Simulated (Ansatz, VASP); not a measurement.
**KPt: VASP beside Ansatz**

```xyz
2
Lattice="3.0403 0.0000 0.0000 -1.5202 2.6330 0.0000 0.0000 0.0000 5.4159" Properties=species:S:1:pos:R:3 pbc="T T T"
Pt    1.5202    0.8777    0.0000
K     0.0000    0.0000    2.7080
```

Alike in both runs: task single point; functional BLYP; k mesh 10 × 10 × 5; occupations fermi-dirac, width 0.05 eV; no spin polarisation.

|  | VASP | Ansatz |
| --- | --- | --- |
| version | VASP 6.6.1 | Ansatz 0.2.0 |
| potentials or method | VASP PAW PBE potentials, release 64 (Pt, K_sv) | Ansatz PAW |
| plane-wave cutoff (eV) | 520 | 420 |
| valence electrons in the cell | 19 | 27 |

```csv
,VASP,Ansatz,Ansatz less VASP
gap on the k mesh at the Fermi level (eV),none,none,-
pressure (GPa),2.6,2.3,-0.35
"traceless stress, the component that is largest in VASP (GPa)",-1.51,-1.57,-0.053
```

VASP's potentials were made for PBE, not for BLYP. A gap of «none» marks a metal or a gap that the smearing closes. The functional is the same, so the differences come from potentials, cutoffs and numerics. VASP's potentials hold 19 valence electrons a cell and Ansatz's 27, so a difference there can come from the potentials and not from the codes.

Neither program's run includes spin-orbit coupling.
